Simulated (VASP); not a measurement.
ZnSe (an interface model), 16 atoms in the cell. The cell holds layers of an interface, 16 atoms: a = 3.983 Å, b = 5.633 Å, c = 16.136 Å, α = 90.00°, β = 90.00°, γ = 90.00°. 

* Program: VASP 6.6.1
* Task: single point
* Functional: PBEsol
* Potentials or basis: VASP PAW PBE potentials, release 64 (Zn, Se)
* Cutoff: 400 eV
* k mesh: 8 × 6 × 2
* Occupations: gaussian, width 0.05 eV
* Spin: no spin polarisation
* Dipole correction: no
* Further INCAR settings: ALGO = Normal; EDIFF = 1e-06; NBANDS = 86

Potentials or basis: VASP PAW PBE potentials, release 64 (Zn, Se).

Launch:

```bash
$ cat potpaw_PBE.64/Zn/POTCAR potpaw_PBE.64/Se/POTCAR > POTCAR
$ mpirun -np 1 vasp_std > vasp.out
```

Hardware: 1 thread of Intel(R) Xeon(R) Platinum 8488C (Sapphire Rapids), with other jobs on the host.

How long does it take, and how much memory?

Wall time 14 min on 1 thread of Intel(R) Xeon(R) Platinum 8488C (Sapphire Rapids), with other jobs on the host, peak memory 0.72 GiB. Counts: scf iterations 15, k points 40.
